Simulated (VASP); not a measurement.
# CO2 (R-3c) in VASP: single point with r2SCAN+rVV10

Aim: the single point of CO2 with r2SCAN+rVV10.

Program: VASP 6.6.1. These are calculated values, not measurements. Logs are shortened: lines on timing, memory, paths and dates and some standing lists are left out, and cuts for length are marked.

## 1. The cell of the first run

It takes space group R-3c (No. 167, trigonal). Conventional cell: a = 9.672 Å, b = 9.672 Å, c = 11.959 Å, α = 90.00°, β = 90.00°, γ = 120.00°. Within 1.6 Å of C (site symmetry -3) lie 2 O at 1.16 Å. C (site symmetry 2) has 2 O at 1.16 Å within 1.6 Å. O (site symmetry 3) has 1 C at 1.16 Å within 1.6 Å. Within 1.6 Å of O (site symmetry 1) lie 1 C at 1.16 Å.

## 2. Single point, r2SCAN+rVV10

Input file POSCAR:

```
CO2
1.0
    4.8362439605      2.7922067525      3.9863339104
   -4.8362439605      2.7922067525      3.9863339104
    0.0000000000     -5.5844135049      3.9863339105
C O
8 16
Direct
    0.0000000000      0.0000000000      0.0000000000
    0.5000000000      0.5000000000      0.5000000000
    0.4970269318      0.7500000000      0.0029730682
    0.7500000000      0.0029730682      0.4970269318
    0.0029730682      0.4970269318      0.7500000000
    0.9970269318      0.5029730682      0.2500000000
    0.5029730682      0.2500000000      0.9970269318
    0.2500000000      0.9970269318      0.5029730682
    0.9029638404      0.9029638404      0.9029638404
    0.4029638404      0.4029638404      0.4029638404
    0.0970361596      0.0970361596      0.0970361596
    0.5970361596      0.5970361596      0.5970361596
    0.5990113656      0.6608673776      0.1048146942
    0.6608673776      0.1048146942      0.5990113656
    0.1048146942      0.5990113656      0.6608673776
    0.0990113656      0.6048146942      0.1608673776
    0.6048146942      0.1608673776      0.0990113656
    0.1608673776      0.0990113656      0.6048146942
    0.4009886344      0.3391326224      0.8951853058
    0.3391326224      0.8951853058      0.4009886344
    0.8951853058      0.4009886344      0.3391326224
    0.9009886344      0.3951853058      0.8391326224
    0.3951853058      0.8391326224      0.9009886344
    0.8391326224      0.9009886344      0.3951853058
```

Input file INCAR.step1:

```
  PREC = Accurate
  ENCUT = 520
  ISMEAR = -1
  SIGMA = 0.02
  LREAL = Auto
  LASPH = T
  NELM = 80
  NBANDS = 82
  GGA = PE
  ALGO = Normal
  EDIFF = 1E-4
  LWAVE = T
  LCHARG = F
```

Input file INCAR.step2:

```
  PREC = Accurate
  ENCUT = 520
  EDIFF = 1E-7
  ISMEAR = -1
  SIGMA = 0.02
  LREAL = Auto
  LASPH = T
  NELM = 80
  ALGO = Normal
  ISIF = 2
  LWAVE = F
  LCHARG = F
  METAGGA = R2SCAN
  LMIXTAU = T
  LUSE_VDW = T
  IVDW_NL = 2
  BPARAM = 11.95
  CPARAM = 0.0093
  NBANDS = 82
  ISTART = 1
```

Input file KPOINTS:

```
Automatic mesh
0
Gamma
  4 4 4
```

Potentials or basis: VASP PAW PBE potentials, release 64 (C, O).

Launch:

```console
> cat potpaw_PBE.64/C/POTCAR potpaw_PBE.64/O/POTCAR > POTCAR
> cp INCAR.step1 INCAR
> mpirun -np 1 vasp_std > vasp.out
> cp INCAR.step2 INCAR
> mpirun -np 1 vasp_std > vasp.out
```

OUTCAR:

```text
PREC = Accurate
   ENCUT = 520
   EDIFF = 1E-7
   ISMEAR = -1
   LREAL = Auto
   LASPH = T
   NELM = 80
   ISIF = 2
   METAGGA = R2SCAN
   IVDW_NL = 2
   BPARAM = 11.95
   ISTART = 1

 ion  position               nearest neighbor table
   1  0.000  0.000  0.000-   9 1.16  11 1.16
   2  0.500  0.500  0.500-  10 1.16  12 1.16
   3  0.497  0.750  0.003-  13 1.16  23 1.16
   4  0.750  0.003  0.497-  24 1.16  14 1.16
   5  0.003  0.497  0.750-  15 1.16  22 1.16
   6  0.997  0.503  0.250-  16 1.16  21 1.16
   7  0.503  0.250  0.997-  19 1.16  17 1.16
   8  0.250  0.997  0.503-  18 1.16  20 1.16
   9  0.903  0.903  0.903-   1 1.16
  10  0.403  0.403  0.403-   2 1.16
  11  0.097  0.097  0.097-   1 1.16
  12  0.597  0.597  0.597-   2 1.16
  13  0.599  0.661  0.105-   3 1.16
  14  0.661  0.105  0.599-   4 1.16
[... 8 lines left out ...]
  23  0.395  0.839  0.901-   3 1.16
  24  0.839  0.901  0.395-   4 1.16

  LATTYP: Found a trigonal (rhomboedric) cell.
 ALAT       =     6.8612340172
 COS(alpha) =     0.0063305629

  Lattice vectors:

 A1 = (   4.8362439605,   2.7922067525,   3.9863339104)
 A2 = (  -4.8362439605,   2.7922067525,   3.9863339104)
 A3 = (   0.0000000000,  -5.5844135049,   3.9863339105)

Analysis of symmetry for initial positions (statically):
=====================================================================
 Subroutine PRICEL returns:
 Original cell was already a primitive cell.

 Routine SETGRP: Setting up the symmetry group for a
 trigonal (rhombohedral) supercell.

 Subroutine GETGRP returns: Found 12 space group operations
 (whereof  6 operations were pure point group operations)
 out of a pool of 12 trial point group operations.

The static configuration has the point symmetry S_6 .
 The point group associated with its full space group is D_3d.

Analysis of symmetry for dynamics (positions and initial velocities):
=====================================================================
 Subroutine PRICEL returns:
 Original cell was already a primitive cell.

 Routine SETGRP: Setting up the symmetry group for a
 trigonal (rhombohedral) supercell.

 Subroutine GETGRP returns: Found 12 space group operations
 (whereof  6 operations were pure point group operations)
 out of a pool of 12 trial point group operations.

The dynamic configuration has the point symmetry S_6 .
[... 135 lines left out ...]
   NSW    =      0    number of steps for IOM
   IBRION =     -1    ionic relax: 0-MD 1-quasi-New 2-CG
   NFREE  =      0    steps in history (QN), initial steepest desc. (CG)
   ISIF   =      2    stress and relaxation
   ISYM   =      2    0-nonsym 1-usesym 2-fastsym
   POTIM  = 0.5000    time-step for ionic-motion
   TEBEG  =    0.0;   TEEND  =   0.0 temperature during run
   PSTRESS=    0.0 pullay stress
   NELECT =     128.0000    total number of electrons
   NUPDOWN=      -1.0000    fix difference up-down
   EMIN   =  10.00;   EMAX   =-10.00  energy-range for DOS
   EFERMI =   0.00;   METHOD = LEGACY
   ISMEAR =    -1;   SIGMA  =   0.02  broadening in eV -4-tet -1-fermi 0-gaus
   EFERMI_NEDOS =   21; number of points for ismear=-14 and -15
   IALGO  =     38    algorithm
   IMIX   =      4    mixing-type and parameters
     AMIX     =   0.40;   BMIX     =  1.00
     AMIX_MAG =   1.60;   BMIX_MAG =  1.00
  volume/ion in A,a.u.               =      13.46        90.82
  Fermi-wavevector in a.u.,A,eV,Ry     =   1.202499  2.272393 19.674064  1.446003
  Thomas-Fermi vector in A             =   2.338278
   LORBIT       =      0    0 simple, 1 ext, 2 COOP (PROOUT), +10 PAW based schemes
   METAGGA = R2SCAN    functional components
   LHFCALC =     F    Hartree Fock is set to
   AEXX    =    0.0000 exact exchange contribution
   IVDW_NL    =     2    kernel type
   BPARAM     =11.9500
   IVDW    =     0    specifies the selected vdW correction
   LEPSILON=     F    determine dielectric tensor
   LRPA    =     F    only Hartree local field effects (RPA)
 non-spin polarized calculation
  energy-cutoff  :      520.00
  volume of cell :      322.98
 maximum number of plane-waves:      8708
 NGX is ok and might be reduce to    54
   NGX = 25   NGY = 25   NGZ = 25

 number of electron     127.9999945 magnetization

 Free energy of the ion-electron system (eV)
  ---------------------------------------------------
  ext. energy  EPLUGINS =         0.00000000
  ---------------------------------------------------
  free energy    TOTEN  =      -201.57302704 eV

  energy without entropy =     -201.57302704  energy(sigma->0) =     -201.57302704

 E-fermi :  -2.9316     XC(G=0):  -8.8551

 val. band max:       -3.4359323698   @ k =   0.5000   0.5000   0.0000
 cond. band min:       3.8163532196   @ k =   0.0000   0.0000   0.0000
 fundamental gap:      7.2522855895
 Fermi energy:        -2.9315641163

 k-point     1 :       0.0000    0.0000    0.0000
  band No.  band energies     occupation
      1     -25.5305      2.00000
      2     -25.3719      2.00000
      3     -25.3719      2.00000
      4     -25.2756      2.00000
      5     -25.2756      2.00000
      6     -25.2585      2.00000
[... 1016 lines left out ...]
     75       5.6155      0.00000
     76       5.6155      0.00000
 [bands above 76 left out]

------------------------ aborting loop because EDIFF is reached ----------------------------------------

  FORCE on cell =-STRESS in cart. coord.  units (eV):
  Direction    XX          YY          ZZ          XY          YZ          ZX
  --------------------------------------------------------------------------------------
  -------------------------------------------------------------------------------------
  Total        3.7998421      3.7998421      4.5140498      0.0000000     -0.0000000     -0.0000000
  in kB       18.8493090     18.8493090     22.3921723      0.0000000     -0.0000000     -0.0000000
  external PRESSURE =      20.0302635 kB  Pullay stress =       0.0000000 kB

 VOLUME and BASIS-vectors are now :
 -----------------------------------------------------------------------------
  energy-cutoff  :      520.00
  volume of cell :      322.98
      direct lattice vectors                 reciprocal lattice vectors
     4.836243961  2.792206752  3.986333910     0.103386017  0.059689945  0.083619020
    -4.836243961  2.792206752  3.986333910    -0.103386017  0.059689945  0.083619020
     0.000000000 -5.584413505  3.986333910     0.000000000 -0.119379889  0.083619020

 POSITION                                       TOTAL-FORCE (eV/Angst)
 -----------------------------------------------------------------------------------
      0.00000      0.00000      0.00000         0.000000      0.000000     -0.000000
      0.00000      0.00000      5.97950         0.000000      0.000000     -0.000000
     -1.22344      3.46535      4.98292         0.000375      0.000650     -0.000000
      3.61280     -0.67315      4.98292         0.000375     -0.000650      0.000000
     -2.38937     -2.79221      4.98292        -0.000750      0.000000      0.000000
      2.38937      2.79221      6.97608         0.000750      0.000000     -0.000000
[... 16 lines left out ...]
     -2.14704     -1.58502      8.51204        -0.625227      0.363209     -0.304229
     -0.29915      2.65190      8.51204         0.627162      0.359858     -0.304229
 -----------------------------------------------------------------------------------
    total drift:                               -0.000000     -0.000000      0.000000

  FREE ENERGIE OF THE ION-ELECTRON SYSTEM (eV)
  ---------------------------------------------------
  free  energy   TOTEN  =      -201.5730270449 eV

  energy  without entropy=     -201.5730270449  energy(sigma->0) =     -201.57302704
```

OUTCAR.step1:

```text
PREC = Accurate
   ENCUT = 520
   ISMEAR = -1
   LREAL = Auto
   LASPH = T
   NELM = 80
[... 1307 lines left out ...]
     -2.38937     -2.79221      4.98292        -0.004295      0.000000     -0.000000
      2.38937      2.79221      6.97608         0.004295      0.000000     -0.000000
[... 16 lines left out ...]
     -2.14704     -1.58502      8.51204        -1.127175      0.664438     -0.567247
     -0.29915      2.65190      8.51204         1.139008      0.643943     -0.567247
 -----------------------------------------------------------------------------------
    total drift:                               -0.000000     -0.000000      0.000000

  FREE ENERGIE OF THE ION-ELECTRON SYSTEM (eV)
  ---------------------------------------------------
  free  energy   TOTEN  =      -183.5730174051 eV

  energy  without entropy=     -183.5730174051  energy(sigma->0) =     -183.57301741
```

OSZICAR.step1:

```text
N       E                     dE             d eps       ncg     rms          rms(c)
DAV:   1     0.857257904354E+03    0.85726E+03   -0.69269E+04  2140   0.145E+03
DAV:   2    -0.130188057595E+03   -0.98745E+03   -0.96155E+03  2666   0.344E+02
DAV:   3    -0.195524848516E+03   -0.65337E+02   -0.64859E+02  2380   0.929E+01
DAV:   4    -0.196694454085E+03   -0.11696E+01   -0.11636E+01  2806   0.127E+01
DAV:   5    -0.196717864744E+03   -0.23411E-01   -0.23335E-01  2540   0.178E+00    0.274E+01
DAV:   6    -0.184620332177E+03    0.12098E+02   -0.41953E+01  2448   0.242E+01    0.124E+01
DAV:   7    -0.183796189564E+03    0.82414E+00   -0.19181E+00  2536   0.551E+00    0.700E+00
DAV:   8    -0.183602607759E+03    0.19358E+00   -0.14691E+00  2438   0.433E+00    0.154E+00
DAV:   9    -0.183570527328E+03    0.32080E-01   -0.13123E-01  2542   0.144E+00    0.603E-01
DAV:  10    -0.183572396859E+03   -0.18695E-02   -0.19362E-02  2592   0.484E-01    0.117E-01
DAV:  11    -0.183572961613E+03   -0.56475E-03   -0.10801E-03  2406   0.119E-01    0.445E-02
DAV:  12    -0.183573017405E+03   -0.55792E-04   -0.15103E-04  1744   0.458E-02
   1 F= -.18357302E+03 E0= -.18357302E+03  d E =-.108152E-11
```

Run time: 72 min. Hardware: 1 thread of Intel Xeon 8259CL, shared host; peak memory 1.1 GiB.

What came out:

| Item | Value |
| --- | --- |
| Free energy | -201.5730 eV |
| Pressure | 2.0 GPa |
| Largest force | 0.784 eV/Å |
| Band gap on the k mesh | 7.25 eV (least direct gap 7.35 eV) |

Forces on the atoms (eV/Å):
```
C    0.000  0.000  0.000
C    0.000  0.000  0.000
C    0.000  0.001  0.000
C    0.000 -0.001  0.000
C   -0.001  0.000  0.000
C    0.001  0.000  0.000
C    0.000 -0.001  0.000
C    0.000  0.001  0.000
O    0.000  0.000 -0.783
O    0.000  0.000 -0.783
O    0.000  0.000  0.783
O    0.000  0.000  0.783
O    0.627 -0.360  0.304
O   -0.625 -0.363  0.304
O   -0.002  0.723  0.304
O    0.002  0.723  0.304
O    0.625 -0.363  0.304
O   -0.627 -0.360  0.304
O   -0.627  0.360 -0.304
O    0.625  0.363 -0.304
O    0.002 -0.723 -0.304
O   -0.002 -0.723 -0.304
O   -0.625  0.363 -0.304
O    0.627  0.360 -0.304
```

Caveat: the PAW data sets were made with another functional, which shifts forces and pressure a little. A k mesh can miss the band edges.
